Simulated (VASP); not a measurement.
# Si3C2 (P6/mmm) in VASP: single point with PBE

Aim: the single point of Si3C2 with PBE.

All numbers are computed with VASP 6.6.1; they aren't measurements. Logs are shortened: lines on timing, memory, paths and dates and some standing lists are left out, and cuts for length are marked.

**1. The cell of the first run**

Symmetry: P6/mmm, No. 191, hexagonal system. The conventional cell has a = 2.758 Å, b = 2.758 Å, c = 10.227 Å, α = 90.00°, β = 90.00°, γ = 120.00°. Si (site symmetry 6mm) has 1 C at 1.82 Å within 2.4 Å. Within 3.5 Å of Si (site symmetry 6/mmm) lie 8 Si at 2.68 to 2.76 Å. Within 1.7 Å of C (site symmetry 6mm) lie 1 C at 1.24 Å.

**2. Single point, PBE**

INCAR

```
  PREC = Accurate
  ENCUT = 1300
  EDIFF = 1E-6
  ISMEAR = 0
  SIGMA = 0.1
  LREAL = False
  LASPH = True
  NELM = 120
  ALGO = Normal
  ISIF = 2
  LWAVE = False
  LCHARG = True
  GGA = PE
  LELF = True
  LVHAR = True
  NBANDS = 18
  GGA_COMPAT = False
```

KPOINTS

```
Automatic mesh
0
Gamma
  6 6 2
```

POSCAR

```
Si3C2
1.0
    2.7579483394      0.0000000031      0.0000000000
   -1.3789741723      2.3884533227      0.0000000000
    0.0000000000      0.0000000000     10.2266881050
Si C
3 2
Direct
    0.0000000000      0.0000000000      0.7620955146
    0.0000000000      0.0000000000      0.2379044854
    0.0000000000      0.0000000000      0.5000000000
    0.0000000000      0.0000000000      0.9395726923
    0.0000000000      0.0000000000      0.0604273077
```

Potentials or basis: VASP PAW PBE potentials, release 64 (Si, C_h).

Started as:

```console
$ cat potpaw_PBE.64/Si/POTCAR potpaw_PBE.64/C_h/POTCAR > POTCAR
$ mpirun -np 1 vasp_std > vasp.out
```

OUTCAR:

```text
PREC = Accurate
   ENCUT = 1300
   EDIFF = 1E-6
   ISMEAR = 0
   LREAL = False
   LASPH = True
   NELM = 120
   ISIF = 2
   GGA = PE

 ion  position               nearest neighbor table
   1  0.000  0.000  0.762-   4 1.82   3 2.68
   2  0.000  0.000  0.238-   5 1.82   3 2.68
   3  0.000  0.000  0.500-   1 2.68   2 2.68
   4  0.000  0.000  0.940-   5 1.24   1 1.82
   5  0.000  0.000  0.060-   4 1.24   2 1.82

  LATTYP: Found a hexagonal cell.
 ALAT       =     2.7579483394
 C/A-ratio  =     3.7080781967

  Lattice vectors:

 A1 = (   2.7579483394,   0.0000000031,   0.0000000000)
 A2 = (  -1.3789741723,   2.3884533227,   0.0000000000)
 A3 = (   0.0000000000,   0.0000000000,  10.2266881050)

Analysis of symmetry for initial positions (statically):
=====================================================================
 Subroutine PRICEL returns:
 Original cell was already a primitive cell.

 Routine SETGRP: Setting up the symmetry group for a
 hexagonal supercell.

 Subroutine GETGRP returns: Found 24 space group operations
 (whereof 24 operations were pure point group operations)
 out of a pool of 24 trial point group operations.

The static configuration has the point symmetry D_6h.

Analysis of symmetry for dynamics (positions and initial velocities):
=====================================================================
 Subroutine PRICEL returns:
 Original cell was already a primitive cell.

 Routine SETGRP: Setting up the symmetry group for a
 hexagonal supercell.

 Subroutine GETGRP returns: Found 24 space group operations
 (whereof 24 operations were pure point group operations)
 out of a pool of 24 trial point group operations.

The dynamic configuration has the point symmetry D_6h.

 Subroutine INISYM returns: Found 24 space group operations
 (whereof 24 operations are pure point group operations),
 and found     1 'primitive' translations

----------------------------------------------------------------------------------------

                                     Primitive cell

  volume of cell :      67.3656

  direct lattice vectors                    reciprocal lattice vectors
     2.757948339  0.000000003  0.000000000     0.362588372  0.209340495  0.000000000
    -1.378974172  2.388453323  0.000000000    -0.000000000  0.418680989  0.000000000
     0.000000000  0.000000000 10.226688105     0.000000000  0.000000000  0.097783367

  length of vectors
     2.757948339  2.757948339 10.226688105     0.418680989  0.418680989  0.097783367

  position of ions in fractional coordinates (direct lattice)
     0.000000000  0.000000000  0.762095515
     0.000000000  0.000000000  0.237904485
     0.000000000  0.000000000  0.500000000
     0.000000000  0.000000000  0.939572692
     0.000000000  0.000000000  0.060427308

  ion indices of the primitive-cell ions
   primitive index   ion index
                 1           1
                 2           2
                 3           3
                 4           4
                 5           5

----------------------------------------------------------------------------------------

 KPOINTS: Automatic mesh

Automatic generation of k-mesh.
 Grid dimensions read from file:
 generate k-points for:    6    6    2

 Generating k-lattice:

  Cartesian coordinates                     Fractional coordinates (reciprocal lattice)
     0.060431395  0.034890082  0.000000000     0.166666667  0.000000000  0.000000000
    -0.000000000  0.069780165  0.000000000    -0.000000000  0.166666667  0.000000000
     0.000000000  0.000000000  0.048891684     0.000000000  0.000000000  0.500000000

  Length of vectors
     0.069780165  0.069780165  0.048891684

  Shift w.r.t. Gamma in fractional coordinates (k-lattice)
     0.000000000  0.000000000  0.000000000

 Subroutine IBZKPT returns following result:
 ===========================================

 Found     14 irreducible k-points:

 Following reciprocal coordinates:
            Coordinates               Weight
  0.000000  0.000000  0.000000      1.000000
  0.166667  0.000000  0.000000      6.000000
  0.333333  0.000000  0.000000      6.000000
  0.500000  0.000000  0.000000      3.000000
  0.166667  0.166667  0.000000      6.000000
  0.333333  0.166667  0.000000     12.000000
  0.333333  0.333333  0.000000      2.000000
  0.000000  0.000000  0.500000      1.000000
  0.166667  0.000000  0.500000      6.000000
  0.333333  0.000000  0.500000      6.000000
  0.500000  0.000000  0.500000      3.000000
  0.166667  0.166667  0.500000      6.000000
  0.333333  0.166667  0.500000     12.000000
  0.333333  0.333333  0.500000      2.000000
   k-points           NKPTS =     14   k-points in BZ     NKDIM =     14   number of bands    NBANDS=     18
   number of dos      NEDOS =    301   number of ions     NIONS =      5
   total plane-waves  NPLWV = 122880
   dimension x,y,z NGX =    32 NGY =   32 NGZ =  120
   dimension x,y,z NGXF=    64 NGYF=   64 NGZF=  240
   ions per type =               3   2
   NGX,Y,Z   is equivalent  to a cutoff of  19.29, 19.29, 19.51 a.u.
   NGXF,Y,Z  is equivalent  to a cutoff of  38.58, 38.58, 39.01 a.u.
 SYSTEM =  unknown system
   PREC   = accura    normal or accurate (medium, high low for compatibility)
   ISTART =      0    job   : 0-new  1-cont  2-samecut
   ICHARG =      2    charge: 1-file 2-atom 10-const
   ISPIN  =      1    spin polarized calculation?
   LNONCOLLINEAR =      F non collinear calculations
   LSORBIT =      F    spin-orbit coupling
   LASPH  =      T    aspherical Exc in radial PAW
   ENCUT  = 1300.0 eV  95.55 Ry    9.77 a.u.   8.11  8.11 30.07*2*pi/ulx,y,z
   NELM   =    120;   NELMIN=  2; NELMDL= -5     # of ELM steps
   EDIFF  = 0.1E-05   stopping-criterion for ELM
   LREAL  =      F    real-space projection
   EDIFFG = 0.1E-04   stopping-criterion for IOM
   NSW    =      0    number of steps for IOM
   IBRION =     -1    ionic relax: 0-MD 1-quasi-New 2-CG
   NFREE  =      0    steps in history (QN), initial steepest desc. (CG)
   ISIF   =      2    stress and relaxation
   ISYM   =      2    0-nonsym 1-usesym 2-fastsym
   POTIM  = 0.5000    time-step for ionic-motion
   TEBEG  =    0.0;   TEEND  =   0.0 temperature during run
   PSTRESS=    0.0 pullay stress
   NELECT =      20.0000    total number of electrons
   NUPDOWN=      -1.0000    fix difference up-down
   EMIN   =  10.00;   EMAX   =-10.00  energy-range for DOS
   EFERMI =   0.00;   METHOD = LEGACY
   ISMEAR =     0;   SIGMA  =   0.10  broadening in eV -4-tet -1-fermi 0-gaus
   EFERMI_NEDOS =   21; number of points for ismear=-14 and -15
   IALGO  =     38    algorithm
   IMIX   =      4    mixing-type and parameters
     AMIX     =   0.40;   BMIX     =  1.00
     AMIX_MAG =   1.60;   BMIX_MAG =  1.00
  volume/ion in A,a.u.               =      13.47        90.92
  Fermi-wavevector in a.u.,A,eV,Ry     =   1.092125  2.063816 16.228161  1.192736
  Thomas-Fermi vector in A             =   2.228384
   LORBIT       =      0    0 simple, 1 ext, 2 COOP (PROOUT), +10 PAW based schemes
   GGA     = PE    functional components
   LHFCALC =     F    Hartree Fock is set to
   AEXX    =    0.0000 exact exchange contribution
   IVDW    =     0    specifies the selected vdW correction
   LEPSILON=     F    determine dielectric tensor
   LRPA    =     F    only Hartree local field effects (RPA)
 non-spin polarized calculation
 Gauss-broadening in eV      SIGMA  =   0.10
  energy-cutoff  :     1300.00
  volume of cell :       67.37
 maximum number of plane-waves:      7194
   NGX = 17   NGY = 17   NGZ = 61

 number of electron      20.0000000 magnetization

 Free energy of the ion-electron system (eV)
  ---------------------------------------------------
  ext. energy  EPLUGINS =         0.00000000
  ---------------------------------------------------
  free energy    TOTEN  =       -29.80317488 eV

  energy without entropy =      -29.79017649  energy(sigma->0) =      -29.79667569

 E-fermi :   7.4039     XC(G=0): -10.6538

 val. band max:        7.3363588560   @ k =   0.1667   0.0000   0.5000
 cond. band min:       7.4755459993   @ k =   0.3333   0.0000   0.5000
 fundamental gap:      0.1391871432
 Fermi energy:         7.4039116778

 k-point     1 :       0.0000    0.0000    0.0000
  band No.  band energies     occupation
      1      -8.3069      2.00000
      2      -5.4787      2.00000
      3      -5.1975      2.00000
      4      -2.9922      2.00000
      5      -0.7295      2.00000
      6       2.3842      2.00000
[... 10 lines left out ...]
     17      18.2266      0.00000
     18      18.3662      0.00000

 k-point     2 :       0.1667    0.0000    0.0000
  band No.  band energies     occupation
      1      -7.8596      2.00000
      2      -4.8509      2.00000
      3      -4.5357      2.00000
      4      -2.4103      2.00000
      5      -0.1744      2.00000
      6       2.7590      2.00000
[... 10 lines left out ...]
     17      15.0742      0.00000
     18      16.2923      0.00000

 k-point     3 :       0.3333    0.0000    0.0000
  band No.  band energies     occupation
      1      -6.7488      2.00000
      2      -3.0898      2.00000
      3      -2.6121      2.00000
      4      -0.7778      2.00000
      5       1.3080      2.00000
      6       3.0403      2.00000
[... 10 lines left out ...]
     17      14.6633      0.00000
     18      14.9804      0.00000

 k-point     4 :       0.5000    0.0000    0.0000
  band No.  band energies     occupation
      1      -6.0004      2.00000
      2      -1.4282      2.00000
      3      -0.2558      2.00000
      4       0.6831      2.00000
      5       1.3761      2.00000
      6       2.1100      2.00000
[... 10 lines left out ...]
     17      12.9821      0.00000
     18      14.1093      0.00000

 k-point     5 :       0.1667    0.1667    0.0000
  band No.  band energies     occupation
      1      -7.0701      2.00000
      2      -3.6476      2.00000
      3      -3.2385      2.00000
      4      -1.2988      2.00000
      5       0.8618      2.00000
      6       3.4344      2.00000
[... 10 lines left out ...]
     17      13.8831      0.00000
     18      13.9750      0.00000

 k-point     6 :       0.3333    0.1667    0.0000
  band No.  band energies     occupation
      1      -6.0496      2.00000
      2      -1.6704      2.00000
      3      -0.8666      2.00000
      4       0.7056      2.00000
      5       1.9799      2.00000
      6       2.3737      2.00000
[... 10 lines left out ...]
     17      12.7089      0.00000
     18      14.2923      0.00000

 k-point     7 :       0.3333    0.3333    0.0000
  band No.  band energies     occupation
      1      -5.6727      2.00000
      2      -0.7272      2.00000
      3       0.6860      2.00000
      4       2.4205      2.00000
      5       2.4205      2.00000
      6       2.5967      2.00000
[... 10 lines left out ...]
     17      11.6449      0.00000
     18      14.6151      0.00000

 k-point     8 :       0.0000    0.0000    0.5000
  band No.  band energies     occupation
      1      -8.3016      2.00000
      2      -5.8240      2.00000
      3      -4.1322      2.00000
      4      -4.0776      2.00000
      5       0.6496      2.00000
      6       0.9337      2.00000
[... 10 lines left out ...]
     17      17.3595      0.00000
     18      18.5737      0.00000

 k-point     9 :       0.1667    0.0000    0.5000
  band No.  band energies     occupation
      1      -7.8558      2.00000
      2      -5.1678      2.00000
      3      -3.5443      2.00000
      4      -3.4331      2.00000
      5       1.0993      2.00000
      6       1.4647      2.00000
[... 10 lines left out ...]
     17      15.4748      0.00000
     18      15.6330      0.00000

 k-point    10 :       0.3333    0.0000    0.5000
  band No.  band energies     occupation
      1      -6.7477      2.00000
      2      -3.3038      2.00000
      3      -1.8919      2.00000
      4      -1.5706      2.00000
      5       2.2715      2.00000
      6       2.7561      2.00000
[... 10 lines left out ...]
     17      13.7826      0.00000
     18      13.9070      0.00000

 k-point    11 :       0.5000    0.0000    0.5000
  band No.  band energies     occupation
      1      -6.0002      2.00000
      2      -1.4825      2.00000
      3       0.0220      2.00000
      4       0.7802      2.00000
      5       0.9392      2.00000
      6       1.4570      2.00000
[... 10 lines left out ...]
     17      12.8818      0.00000
     18      13.2183      0.00000

 k-point    12 :       0.1667    0.1667    0.5000
  band No.  band energies     occupation
      1      -7.0684      2.00000
      2      -3.8996      2.00000
      3      -2.4179      2.00000
      4      -2.1757      2.00000
      5       1.9159      2.00000
      6       2.4185      2.00000
[... 10 lines left out ...]
     17      13.7291      0.00000
     18      14.4520      0.00000

 k-point    13 :       0.3333    0.1667    0.5000
  band No.  band energies     occupation
      1      -6.0493      2.00000
      2      -1.7683      2.00000
      3      -0.4637      2.00000
      4       0.1603      2.00000
      5       2.0078      2.00000
      6       3.1487      2.00000
[... 10 lines left out ...]
     17      12.8560      0.00000
     18      13.4182      0.00000

 k-point    14 :       0.3333    0.3333    0.5000
  band No.  band energies     occupation
      1      -5.6726      2.00000
      2      -0.7499      2.00000
      3       0.7975      2.00000
      4       2.3607      2.00000
      5       2.4756      2.00000
      6       2.4756      2.00000
[... 10 lines left out ...]
     17      12.0929      0.00000
     18      12.9608      0.00000

------------------------ aborting loop because EDIFF is reached ----------------------------------------

  FORCE on cell =-STRESS in cart. coord.  units (eV):
  Direction    XX          YY          ZZ          XY          YZ          ZX
  --------------------------------------------------------------------------------------
  -------------------------------------------------------------------------------------
  Total        0.0916619      0.0916619     -0.0971034      0.0000000     -0.0000000      0.0000000
  in kB        2.1800253      2.1800253     -2.3094420      0.0000000     -0.0000000      0.0000000
  external PRESSURE =       0.6835362 kB  Pullay stress =       0.0000000 kB

 VOLUME and BASIS-vectors are now :
 -----------------------------------------------------------------------------
  energy-cutoff  :     1300.00
  volume of cell :       67.37
      direct lattice vectors                 reciprocal lattice vectors
     2.757948339  0.000000003  0.000000000     0.362588372  0.209340495  0.000000000
    -1.378974172  2.388453323  0.000000000    -0.000000000  0.418680989  0.000000000
     0.000000000  0.000000000 10.226688105     0.000000000  0.000000000  0.097783367

 POSITION                                       TOTAL-FORCE (eV/Angst)
 -----------------------------------------------------------------------------------
      0.00000      0.00000      7.79371         0.000000      0.000000      0.009093
      0.00000      0.00000      2.43297         0.000000      0.000000     -0.009093
      0.00000      0.00000      5.11334         0.000000      0.000000      0.000000
      0.00000      0.00000      9.60872        -0.000000     -0.000000      0.005818
      0.00000      0.00000      0.61797        -0.000000      0.000000     -0.005818
 -----------------------------------------------------------------------------------
    total drift:                               -0.000000      0.000000     -0.000000

  FREE ENERGIE OF THE ION-ELECTRON SYSTEM (eV)
  ---------------------------------------------------
  free  energy   TOTEN  =       -29.8031748820 eV

  energy  without entropy=      -29.7901764900  energy(sigma->0) =      -29.79667569
```

It took 42 s on 1 thread of AMD EPYC 9R45 (Zen 5), shared host; peak memory 0.33 GiB.

What came out:

```
Free energy            : -29.8032 eV
Pressure               : 0.1 GPa
Largest force          : 0.009 eV/Å
Band gap on the k mesh : zero (bands 10 and 11 overlap by 6.14 eV)
```

Forces on the atoms (eV/Å):
```
Si   0.000  0.000  0.009
Si   0.000  0.000 -0.009
Si   0.000  0.000  0.000
C    0.000  0.000  0.006
C    0.000  0.000 -0.006
```

Caveat: the k points lie up to 0.44 Å⁻¹ apart, too coarse for converged energies and pressures of a metal.

The gap in the log of VASP goes by the Fermi energy; the results here count the filled bands.